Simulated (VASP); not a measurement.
Write the native input for VASP 6.6.1 that does the following.

```
Task                   : single point
Functional             : r2SCAN
Potentials or basis    : VASP PAW PBE potentials, release 64 (Mg, O)
Cutoff                 : 520 eV
k mesh                 : 8 × 8 × 8
Occupations            : gaussian, width 0.02 eV
Spin                   : no spin polarisation
Dipole correction      : no
Further INCAR settings : ALGO = Normal; EDIFF = 1e-07; NBANDS = 23
```

Crystal: MgO2.

```
Mg O
1.0
    -2.13015    2.13015    2.58752
     2.13015   -2.13015    2.58752
     2.13015    2.13015   -2.58752
Mg O
2 4
Direct
  0.25000 0.25000 0.00000
  0.75000 0.75000 0.00000
  0.12126 0.62126 0.74252
  0.62126 0.87874 0.50000
  0.87874 0.37874 0.25748
  0.37874 0.12126 0.50000
```

The input as run:

POSCAR

```
MgO2
1.0
   -2.1301473903      2.1301473903      2.5875208013
    2.1301473903     -2.1301473903      2.5875208013
    2.1301473903      2.1301473903     -2.5875208013
Mg O
2 4
Direct
    0.2500000000      0.2500000000      0.0000000000
    0.7500000000      0.7500000000      0.0000000000
    0.1212595235      0.6212595235      0.7425190470
    0.6212595235      0.8787404765      0.5000000000
    0.8787404765      0.3787404765      0.2574809530
    0.3787404765      0.1212595235      0.5000000000
```

INCAR.step1

```
PREC = Accurate
ENCUT = 520
ISMEAR = 0
SIGMA = 0.02
LREAL = False
LASPH = True
NELM = 100
NBANDS = 23
GGA = PE
ALGO = Normal
EDIFF = 1E-4
LWAVE = True
LCHARG = False
```

INCAR.step2

```
PREC = Accurate
ENCUT = 520
EDIFF = 1E-7
ISMEAR = 0
SIGMA = 0.02
LREAL = False
LASPH = True
NELM = 100
ALGO = Normal
ISIF = 2
LWAVE = False
LCHARG = False
METAGGA = R2SCAN
LMIXTAU = True
NBANDS = 23
ISTART = 1
```

KPOINTS

```
regular mesh
0
Gamma
  8 8 8
```

Potentials or basis: VASP PAW PBE potentials, release 64 (Mg, O).

The run is started by

```sh
$ cat potpaw_PBE.64/Mg/POTCAR potpaw_PBE.64/O/POTCAR > POTCAR
$ cp INCAR.step1 INCAR
$ mpirun -np 1 vasp_std > vasp.out
$ cp INCAR.step2 INCAR
$ mpirun -np 1 vasp_std > vasp.out
```

Results of the run:

* Pressure: 17.6 GPa
* Largest force: 0.312 eV/Å
* Band gap on the k mesh: 3.82 eV (least direct gap 4.72 eV)

Caveat: the cell stands under pressure; the PAW data sets were made with another functional, which shifts forces and pressure a little.

Wall time 2.7 min on 1 thread of Intel(R) Xeon(R) Platinum 8488C (Sapphire Rapids), with other jobs on the host, peak memory 0.19 GiB.
